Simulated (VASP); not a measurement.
Write the native input for VASP 6.6.1 that does the following.

| Item | Value |
| --- | --- |
| Task | single point |
| Functional | r2SCAN |
| Potentials or basis | VASP PAW PBE potentials, release 64 (V_sv) |
| Cutoff | 520 eV |
| k mesh | 18 × 18 × 18 |
| Occupations | gaussian, width 0.05 eV |
| Spin | collinear spin |
| Starting moments | [0.05] μB |
| Dipole correction | no |
| Further INCAR settings | ALGO = Normal; EDIFF = 1e-07; NBANDS = 16 |

The system is V.

```
V
1.0
     0.00000    1.90037    1.90037
     1.90037    0.00000    1.90037
     1.90037    1.90037    0.00000
V
1
Direct
  0.00000 0.00000 0.00000
```

This isn't the form of V at room conditions, which is bcc.

The input as run:

POSCAR

```
V
1.0
    0.0000000000      1.9003685517      1.9003685517
    1.9003685517      0.0000000000      1.9003685517
    1.9003685517      1.9003685517      0.0000000000
V
1
Direct
    0.0000000000      0.0000000000      0.0000000000
```

INCAR.step1

```
PREC = Accurate ; ENCUT = 520
ISMEAR = 0 ; SIGMA = 0.05
LREAL = F ; LASPH = T
NELM = 150 ; ISPIN = 2
MAGMOM = 0.05 ; LMAXMIX = 4
NBANDS = 16 ; GGA = PE
ALGO = Normal ; EDIFF = 1E-4
LWAVE = T ; LCHARG = F
```

INCAR.step2

```
PREC = Accurate ; ENCUT = 520
EDIFF = 1E-7 ; ISMEAR = 0
SIGMA = 0.05 ; LREAL = F
LASPH = T ; NELM = 150
ALGO = Normal ; ISIF = 2
LWAVE = F ; LCHARG = F
ISPIN = 2 ; MAGMOM = 0.05
LORBIT = 11 ; LMAXMIX = 4
METAGGA = R2SCAN ; LMIXTAU = T
NBANDS = 16 ; ISTART = 1
```

KPOINTS

```
Automatic mesh
0
Gamma
  18 18 18
```

Potentials or basis: VASP PAW PBE potentials, release 64 (V_sv).

Launch:

```bash
$ cat potpaw_PBE.64/V_sv/POTCAR > POTCAR
$ cp INCAR.step1 INCAR
$ mpirun -np 1 vasp_std > vasp.out
$ cp INCAR.step2 INCAR
$ mpirun -np 1 vasp_std > vasp.out
```

It gave:

```
Pressure                                              : 0.6 GPa
Net moment                                            : 0.00 μB per cell
Valence electrons inside the program's atomic spheres : V 11.57
```

Caveat: the PAW data sets were made with another functional, which shifts forces and pressure a little.

Run time: 6.9 min on 1 thread of Intel Xeon 8259CL (shared host), peak memory 0.19 GiB.
